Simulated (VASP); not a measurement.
CaS:

```xyz
2
Lattice="0.0000 2.8479 2.8479 2.8479 0.0000 2.8479 2.8479 2.8479 0.0000" Properties=species:S:1:pos:R:3 pbc="T T T"
Ca    0.0000    0.0000    0.0000
S     2.8479    2.8479    2.8479
```

Base run:

```yaml
Program: VASP 6.6.1
Functional: PBE
Potentials_or_basis: VASP PAW PBE potentials, release 64 (Ca_sv, S)
Cutoff: 500 eV
k_mesh: 8 × 8 × 8
Occupations: gaussian, width 0.01 eV
Spin: no spin polarisation
```

Its results: band gap on the k mesh 2.36 eV, indirect (least direct gap 3.16 eV); pressure 0.6 GPa.

Task: The run is repeated on the same cell with these changes: functional from PBE to r2SCAN; cutoff from 500 eV to 550 eV. What comes out?

Result: Band gap on the k mesh 2.80 eV, indirect (least direct gap 3.63 eV); pressure 0.3 GPa.

r2SCAN gives the wider gap, since meta-GGAs in the generalised Kohn-Sham scheme recover part of the derivative discontinuity.

Caveats: the PAW data sets were made with another functional, which shifts forces and pressure a little (some runs).

A k mesh can miss the band edges.
